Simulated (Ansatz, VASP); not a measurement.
CaO: VASP beside Ansatz

```xyz
2
Lattice="3.0611 0.0000 0.0000 0.0000 3.0611 0.0000 0.0000 0.0000 3.0611" Properties=species:S:1:pos:R:3 pbc="T T T"
Ca    0.0000    0.0000    0.0000
O     1.5306    1.5306    1.5306
```

Change from the starting cell: hydrostatic strain +5.4%.

Alike in both runs: task single point; functional HSE06; k mesh 6 × 6 × 6; no spin polarisation.

|  | VASP | Ansatz |
| --- | --- | --- |
| version | VASP 6.6.1 | Ansatz 0.2.0 |
| potentials or method | VASP PAW PBE potentials, release 64 (Ca_sv, O) | plane waves, PAW |
| plane-wave cutoff (eV) | 520 | 420 |
| occupations | gaussian, width 0.01 eV | fixed |
| valence electrons in the cell | 16 | 16 |

VASP gave:

```
gap on the k mesh at the Fermi level (eV) : 4.42
pressure (GPa)                            : -12.8
```

Which values does Ansatz return?

gap on the k mesh at the Fermi level (eV): 4.43; pressure (GPa): -13.2.

Ansatz's warnings: stress exchange threshold loose, stress scf threshold loose.
